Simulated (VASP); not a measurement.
Wanted: the native input for a VASP 6.6.1 run.

* Task: relaxation of cell and atoms
* Functional: PBE
* Potentials or basis: VASP PAW PBE potentials, release 64 (Zn, Cd, S)
* Cutoff: 600 eV
* k mesh: 6 × 6 × 6
* Occupations: gaussian, width 0.1 eV
* Spin: no spin polarisation
* Dipole correction: no
* Further INCAR settings: ALGO = Normal; EDIFF = 1e-06; IBRION = 2; EDIFFG = -0.04; NSW = 90; ISIF = 3

The structure of ZnCd2S3 lies in POSCAR:

```
ZnCd2S3
1.0
   -1.9887238800      1.9887238800      8.4374408400
    1.9887238800     -1.9887238800      8.4374408400
    1.9887238800      1.9887238800     -8.4374408400
Zn Cd S
1 2 3
Direct
    0.0000000000      0.0000000000      0.0000000000
    0.6666666700      0.6666666700      0.0000000000
    0.3333333300      0.3333333300      0.0000000000
    0.7500000000      0.2500000000      0.5000000000
    0.4166666700      0.9166666700      0.5000000000
    0.0833333300      0.5833333300      0.5000000000
```

These files were run (other wordings do the same):

INCAR

```
SYSTEM = ZnCd2S3
  ALGO = Normal
  EDIFF = 1E-6
  EDIFFG = -0.04
  ENCUT = 600
  GGA = PE
  IBRION = 2
  ISIF = 3
  ISMEAR = 0
  LASPH = .True.
  LCHARG = .False.
  LREAL = .False.
  LWAVE = .False.
  NELM = 100
  NSW = 90
  PREC = Accurate
  SIGMA = 0.1
```

KPOINTS

```
k-points
0
Gamma
  6 6 6
  0 0 0
```

Potentials or basis: VASP PAW PBE potentials, release 64 (Zn, Cd, S).

The run is started by

```console
$ cat potpaw_PBE.64/Zn/POTCAR potpaw_PBE.64/Cd/POTCAR potpaw_PBE.64/S/POTCAR > POTCAR
$ mpirun -np 1 vasp_std > vasp.out
```

Results of the run:

```yaml
Relaxed_volume: 23.95 Å³/atom
Relaxed_cell: a = 9.170 Å, b = 9.170 Å, c = 9.170 Å, α = 154.40°, β = 154.40°, γ = 36.51°
Space_group_after_relaxing_to_0.1_Å: I-4m2 (No. 119)
Energy_gained_by_relaxing: 82.6 meV/atom
Ionic_steps: 9
Pressure_after_relaxing: 0.2 GPa
Largest_force_after_relaxing: 0.024 eV/Å
Band_gap_on_the_k_mesh: 1.24 eV
```

It took 45 min on 1 thread of AMD EPYC 9R14 (Zen 4) (shared host), peak memory 0.89 GiB.
